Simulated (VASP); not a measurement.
SmNbS3:

```
Sm Nb S
1.0
     4.94841    0.00000    0.00000
     0.00000    4.94841    0.00000
     0.00000    0.00000    4.94841
Sm Nb S
1 1 3
Direct
  0.50000 0.50000 0.50000
  0.00000 0.00000 0.00000
  0.00000 0.50000 0.50000
  0.50000 0.00000 0.50000
  0.50000 0.50000 0.00000
```

The cell was built from a structure type or drawn by symmetry, and may not be a known phase.

Base run:

* Program: VASP 6.6.1
* Functional: PBE
* Potentials or basis: VASP PAW PBE potentials, release 64 (Sm_3, Nb_sv, S), 4f in core
* Cutoff: 500 eV
* k mesh: 4 × 4 × 4
* Occupations: gaussian, width 0.1 eV
* Spin: no spin polarisation

Its results: band gap on the k mesh zero (bands 21 and 22 overlap by 0.45 eV); pressure 10.7 GPa.

Problem. The run is repeated on the same cell with these changes: spin from no spin polarisation to collinear spin; further incar settings from ALGO = Normal; EDIFF = 1e-06; NBANDS = 29 to ALGO = Normal; EDIFF = 1e-06; NBANDS = 33. What comes out?

Solution. Band gap on the k mesh zero (filled and empty bands overlap); pressure 12.1 GPa; net moment 2.04 μB per cell; site moments Sm +0.00; Nb +2.20; S -0.21 μB.

Caveats: the cell stands under pressure; spin-orbit coupling is left out, which moves the levels of the heavy elements; the 4f electrons are frozen in the core, so they carry no moment and show no levels; the magnetic or orbital state may not be the lowest (at least some runs).
